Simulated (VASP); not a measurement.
AlN, 4 atoms in the cell. The structure is hexagonal, space group P6_3mc (No. 186). The conventional cell has a = 3.058 Å, b = 3.058 Å, c = 5.141 Å, α = 90.00°, β = 90.00°, γ = 120.00°. Al (site symmetry 3m) has 4 N at 1.87 to 1.96 Å within 2.5 Å. Within 2.5 Å of N (site symmetry 3m) lie 4 Al at 1.87 to 1.96 Å. 

```yaml
Program: VASP 6.6.1
Task: relaxation of the atoms
Functional: LDA
Potentials_or_basis: VASP PAW LDA potentials, release 64 (Al, N)
Cutoff: 520 eV
k_mesh: 9 × 9 × 6
Occupations: gaussian, width 0.05 eV
Spin: no spin polarisation
Dipole_correction: no
Further_INCAR_settings: ALGO = Normal; EDIFF = 1e-06; IBRION = 2; EDIFFG = -0.01; NSW = 50
```

Potentials or basis: VASP PAW LDA potentials, release 64 (Al, N).

Run with:

```sh
$ cat potpaw_LDA.64/Al/POTCAR potpaw_LDA.64/N/POTCAR > POTCAR
$ mpirun -np 1 vasp_std > vasp.out
```

Hardware: 1 thread of Intel(R) Xeon(R) Platinum 8259CL CPU @ 2.50GHz (Skylake/Cascade Lake), with other jobs on the host.

Task: How long does it take, and how much memory?

Result: Wall time 26 s on 1 thread of Intel(R) Xeon(R) Platinum 8259CL CPU @ 2.50GHz (Skylake/Cascade Lake), on a shared host, peak memory 0.15 GiB. Counts: scf iterations 24, k points 48, ion steps 3.
